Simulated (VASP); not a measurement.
## ZnS: single point with PBE

The system is ZnS.

```
CELL_PARAMETERS angstrom
0.00000 2.70200 2.70200
2.70200 0.00000 2.70200
2.70200 2.70200 0.00000
ATOMIC_POSITIONS crystal
Zn 0.75000 0.75000 0.75000
S 0.00000 0.00000 0.00000
```

```
Program             : VASP 6.6.1
Task                : single point
Functional          : PBE
Potentials or basis : VASP PAW PBE potentials, release 64 (Zn, S)
Cutoff              : 520 eV
k mesh              : 5 × 5 × 5
Occupations         : fermi-dirac, width 0.04 eV
Spin                : no spin polarisation
```

```json
{
  "Pressure": "1.8 GPa",
  "Band gap on the k mesh": "2.11 eV"
}
```

Levels at points of the mesh, in eV from the valence-band top:
| k point | band 5 | band 6 | band 7 | band 8 | band 9 | band 10 | band 11 | band 12 | band 13 | band 14 |
| --- | --- | --- | --- | --- | --- | --- | --- | --- | --- | --- |
| (0.00, 0.00, 0.00) | -5.85 | -5.85 | 0.00 | 0.00 | 0.00 | 2.11 | 6.39 | 6.39 | 6.39 | 11.76 |

Run time: 7.6 s on 1 thread of Intel Xeon 8259CL (shared host), peak memory 0.15 GiB.

Expect the measured gap to be larger: semilocal functionals such as PBE lack the derivative discontinuity.
